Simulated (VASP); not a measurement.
# TaN (a.f) (Fm-3m) in VASP: single point with PBEsol

Aim: the single point of TaN (a.f) with PBEsol.

Everything below comes from runs of VASP 6.6.1. Logs are shortened: lines on timing, memory, paths and dates and some standing lists are left out, and cuts for length are marked.

## (1) The cell of the first run

Symmetry: Fm-3m, No. 225, cubic system. The conventional cell has a = 4.375 Å, b = 4.375 Å, c = 4.375 Å, α = 90.00°, β = 90.00°, γ = 90.00°. Within 2.9 Å of Ta (site symmetry m-3m) lie 6 N at 2.19 Å. N (site symmetry m-3m) has 6 Ta at 2.19 Å within 2.9 Å.

## (2) Single point, PBEsol

INCAR

```
SYSTEM = TaN
PREC = Accurate
ENCUT = 600
EDIFF = 1E-6
ISMEAR = 0
SIGMA = 0.1
LREAL = .False.
LASPH = .True.
NELM = 120
ALGO = Normal
ISIF = 2
LWAVE = .False.
LCHARG = .False.
GGA = PS
NBANDS = 15
GGA_COMPAT = .False.
```

KPOINTS

```
regular mesh
0
Gamma
  16 16 16
  0 0 0
```

POSCAR

```
TaN
1.0
    0.0000000000      2.1874109041      2.1874109041
    2.1874109041      0.0000000000      2.1874109041
    2.1874109041      2.1874109041      0.0000000000
Ta N
1 1
Direct
    0.0000000000      0.0000000000      0.0000000000
    0.5000000000      0.5000000000      0.5000000000
```

Potentials or basis: VASP PAW PBE potentials, release 64 (Ta_pv, N).

The run is started by

```
$ cat potpaw_PBE.64/Ta_pv/POTCAR potpaw_PBE.64/N/POTCAR > POTCAR
$ mpirun -np 1 vasp_std > vasp.out
```

OUTCAR:

```text
SYSTEM = TaN
   PREC = Accurate
   ENCUT = 600
   EDIFF = 1E-6
   ISMEAR = 0
   LREAL = .False.
   LASPH = .True.
   NELM = 120
   ISIF = 2
   GGA = PS

 ion  position               nearest neighbor table
   1  0.000  0.000  0.000-   2 2.19   2 2.19   2 2.19   2 2.19   2 2.19   2 2.19
   2  0.500  0.500  0.500-   1 2.19   1 2.19   1 2.19   1 2.19   1 2.19   1 2.19

  LATTYP: Found a face centered cubic cell.
 ALAT       =     4.3748218082

  Lattice vectors:

 A1 = (   0.0000000000,   2.1874109041,   2.1874109041)
 A2 = (   2.1874109041,   0.0000000000,   2.1874109041)
 A3 = (   2.1874109041,   2.1874109041,   0.0000000000)

Analysis of symmetry for initial positions (statically):
=====================================================================
 Subroutine PRICEL returns:
 Original cell was already a primitive cell.

 Routine SETGRP: Setting up the symmetry group for a
 face centered cubic supercell.

 Subroutine GETGRP returns: Found 48 space group operations
 (whereof 48 operations were pure point group operations)
 out of a pool of 48 trial point group operations.

The static configuration has the point symmetry O_h .

Analysis of symmetry for dynamics (positions and initial velocities):
=====================================================================
 Subroutine PRICEL returns:
 Original cell was already a primitive cell.

 Routine SETGRP: Setting up the symmetry group for a
 face centered cubic supercell.

 Subroutine GETGRP returns: Found 48 space group operations
 (whereof 48 operations were pure point group operations)
 out of a pool of 48 trial point group operations.

The dynamic configuration has the point symmetry O_h .

 Subroutine INISYM returns: Found 48 space group operations
 (whereof 48 operations are pure point group operations),
 and found     1 'primitive' translations

----------------------------------------------------------------------------------------

                                     Primitive cell

  volume of cell :      20.9325

  direct lattice vectors                    reciprocal lattice vectors
     0.000000000  2.187410904  2.187410904    -0.228580739  0.228580739  0.228580739
     2.187410904  0.000000000  2.187410904     0.228580739 -0.228580739  0.228580739
     2.187410904  2.187410904  0.000000000     0.228580739  0.228580739 -0.228580739

  length of vectors
     3.093466167  3.093466167  3.093466167     0.395913453  0.395913453  0.395913453

  position of ions in fractional coordinates (direct lattice)
[... 85 lines left out ...]
   ISIF   =      2    stress and relaxation
   ISYM   =      2    0-nonsym 1-usesym 2-fastsym
   POTIM  = 0.5000    time-step for ionic-motion
   TEBEG  =    0.0;   TEEND  =   0.0 temperature during run
   PSTRESS=    0.0 pullay stress
   NELECT =      16.0000    total number of electrons
   NUPDOWN=      -1.0000    fix difference up-down
   EMIN   =  10.00;   EMAX   =-10.00  energy-range for DOS
   EFERMI =   0.00;   METHOD = LEGACY
   ISMEAR =     0;   SIGMA  =   0.10  broadening in eV -4-tet -1-fermi 0-gaus
   EFERMI_NEDOS =   21; number of points for ismear=-14 and -15
   IALGO  =     38    algorithm
   IMIX   =      4    mixing-type and parameters
     AMIX     =   0.40;   BMIX     =  1.00
     AMIX_MAG =   1.60;   BMIX_MAG =  1.00
  volume/ion in A,a.u.               =      10.47        70.63
  Fermi-wavevector in a.u.,A,eV,Ry     =   1.496837  2.828611 30.484131  2.240520
  Thomas-Fermi vector in A             =   2.608802
   LORBIT       =      0    0 simple, 1 ext, 2 COOP (PROOUT), +10 PAW based schemes
   GGA     = PS    functional components
   LHFCALC =     F    Hartree Fock is set to
   AEXX    =    0.0000 exact exchange contribution
   IVDW    =     0    specifies the selected vdW correction
   LEPSILON=     F    determine dielectric tensor
   LRPA    =     F    only Hartree local field effects (RPA)
 non-spin polarized calculation
 Gauss-broadening in eV      SIGMA  =   0.10
  energy-cutoff  :      600.00
  volume of cell :       20.93
 maximum number of plane-waves:       725
 NGX is ok and might be reduce to    28
   NGX = 13   NGY = 13   NGZ = 13

 number of electron      16.0000000 magnetization

 Free energy of the ion-electron system (eV)
  ---------------------------------------------------
  ext. energy  EPLUGINS =         0.00000000
  ---------------------------------------------------
  free energy    TOTEN  =       -23.21335638 eV

  energy without entropy =      -23.20774065  energy(sigma->0) =      -23.21054852

 E-fermi :   9.5452     XC(G=0): -13.6758

 val. band max:        9.5374615917   @ k =  -0.2500   0.3750   0.1250
 cond. band min:       9.5518970759   @ k =  -0.3125   0.3125   0.1250
 fundamental gap:      0.0144354842
 Fermi energy:         9.5451601341

 k-point     1 :       0.0000    0.0000    0.0000
  band No.  band energies     occupation
      1     -26.1191      2.00000
      2     -26.1191      2.00000
      3     -26.1191      2.00000
      4      -9.3831      2.00000
      5       5.7157      2.00000
      6       5.7157      2.00000
      7       5.7157      2.00000
      8       7.3822      2.00000
      9       7.3822      2.00000
     10       7.3822      2.00000
     11       9.5847      0.57557
     12       9.5847      0.57557
     13      11.2345      0.00000
     14      18.9373      0.00000
[... 401 lines left out ...]
      2     -26.1427      2.00000
      3     -26.1213      2.00000
      4      -9.1236      2.00000
      5       4.4799      2.00000
      6       4.7940      2.00000
      7       5.1450      2.00000
      8       7.5608      2.00000
      9       7.7968      2.00000
     10       8.1078      2.00000
     11      10.0275      0.00000
     12      10.9080      0.00000
     13      12.0370      0.00000
     14      19.7208      0.00000
     15      21.9558      0.00000

 [... further k-points ...]
[... 5 lines left out ...]
  --------------------------------------------------------------------------------------
  -------------------------------------------------------------------------------------
  Total        0.1482407      0.1482407      0.1482407     -0.0000000      0.0000000     -0.0000000
  in kB       11.3463683     11.3463683     11.3463683     -0.0000000      0.0000000     -0.0000000
  external PRESSURE =      11.3463683 kB  Pullay stress =       0.0000000 kB

 VOLUME and BASIS-vectors are now :
 -----------------------------------------------------------------------------
  energy-cutoff  :      600.00
  volume of cell :       20.93
      direct lattice vectors                 reciprocal lattice vectors
     0.000000000  2.187410904  2.187410904    -0.228580739  0.228580739  0.228580739
     2.187410904  0.000000000  2.187410904     0.228580739 -0.228580739  0.228580739
     2.187410904  2.187410904  0.000000000     0.228580739  0.228580739 -0.228580739

 POSITION                                       TOTAL-FORCE (eV/Angst)
 -----------------------------------------------------------------------------------
      0.00000      0.00000      0.00000         0.000000      0.000000      0.000000
      2.18741      2.18741      2.18741        -0.000000     -0.000000     -0.000000
 -----------------------------------------------------------------------------------
    total drift:                                0.000000      0.000000      0.000000

  FREE ENERGIE OF THE ION-ELECTRON SYSTEM (eV)
  ---------------------------------------------------
  free  energy   TOTEN  =       -23.2133563834 eV

  energy  without entropy=      -23.2077406531  energy(sigma->0) =      -23.21054852
```

stdout:

```text
POSCAR found type information on POSCAR TaN
 POSCAR found :  2 types and       2 ions
 scaLAPACK will be used
 -----------------------------------------------------------------------------
|                                                                             |
|                                                                             |
|     You enforced a specific xc type in the INCAR file but a different       |
|     I HOPE YOU KNOW WHAT YOU ARE DOING!                                     |
|                                                                             |
 -----------------------------------------------------------------------------

 LDA part: xc-table for (Slater+PW92), standard interpolation
 POSCAR, INCAR and KPOINTS ok, starting setup
 FFT: planning ... GRIDC
 FFT: planning ... GRID_SOFT
 FFT: planning ... GRID
 WAVECAR not read
 entering main loop
```

Run time: 48 s. Hardware: 1 thread of Intel Xeon Platinum 8375C at 2.90GHz (Ice Lake), shared host; peak memory 0.2 GiB.

What came out:

```
Free energy            : -23.2134 eV
Pressure               : 1.1 GPa
Band gap on the k mesh : zero (band 8 reaches 11.51 eV, above the bottom of band 9 at 7.38 eV)
```

Levels at points of the mesh, in eV from the Fermi level:
```csv
k point,band 5,band 6,band 7,band 8,band 9,band 10,band 11,band 12
"(0.00, 0.00, 0.00)",-3.83,-3.83,-3.83,-2.16,-2.16,-2.16,0.04,0.04
"(0.50, 0.00, 0.00)",-10.52,-7.69,-7.69,1.97,1.97,2.07,3.87,7.73
"(0.50, 0.50, 0.00)",-6.65,-5.60,-4.64,-4.64,2.15,3.66,3.66,4.74
```

Caveat: the PAW data sets were made with another functional, which shifts forces and pressure a little; spin-orbit coupling is left out, which moves the levels of the heavy elements.
